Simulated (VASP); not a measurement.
A run of VASP 6.6.1 is set up as follows.

INCAR

```
SYSTEM = LaAl3Ag
PREC = Accurate ; ENCUT = 520
EDIFF = 1E-6 ; ISMEAR = 0
SIGMA = 0.1 ; LREAL = .FALSE.
LASPH = .TRUE. ; NELM = 100
ALGO = Normal ; ISIF = 2
LWAVE = .FALSE. ; LCHARG = .FALSE.
GGA = PE ; NBANDS = 42
LUSENCCL = .FALSE.
```

KPOINTS

```
Automatic mesh
0
G
  6 6 6
  0 0 0
```

Contents of POSCAR:

```
LaAl3Ag
1.0
    3.1824055902     -5.4244970017      0.0000000000
    3.1824055902      5.4244970017      0.0000000000
    0.0000000000      0.0000000000      6.1467066886
La Al Ag
2 6 2
Direct
    0.2430352426      0.7569647574      0.2500000000
    0.7569647574      0.2430352426      0.7500000000
    0.6543490382      0.3456509618      0.2500000000
    0.3456509618      0.6543490382      0.7500000000
    0.7231769739      0.7231769739      0.5000000000
    0.7231769739      0.7231769739      0.0000000000
    0.2768230261      0.2768230261      0.5000000000
    0.2768230261      0.2768230261      0.0000000000
    0.8893899899      0.1106100101      0.2500000000
    0.1106100101      0.8893899899      0.7500000000
```

Potentials or basis: VASP PAW PBE potentials, release 64 (La, Al, Ag).

Launch:

```sh
$ cat potpaw_PBE.64/La/POTCAR potpaw_PBE.64/Al/POTCAR potpaw_PBE.64/Ag/POTCAR > POTCAR
$ mpirun -np 1 vasp_std > vasp.out
```

Problem. Predict the largest force.

Solution. 0.003 eV/Å.

Problem. Predict the band gap on the k mesh.

Solution. Zero (bands 31 and 32 overlap by 1.40 eV).

Forces on the atoms (eV/Å):
```
La   0.000 -0.002  0.000
La   0.000  0.002  0.000
Al   0.000  0.000  0.000
Al   0.000  0.000  0.000
Al  -0.002  0.000  0.000
Al  -0.002  0.000  0.000
Al   0.002  0.000  0.000
Al   0.002  0.000  0.000
Ag   0.000  0.003  0.000
Ag   0.000 -0.003  0.000
```

Caveat: spin-orbit coupling is left out, which moves the levels of the heavy elements.
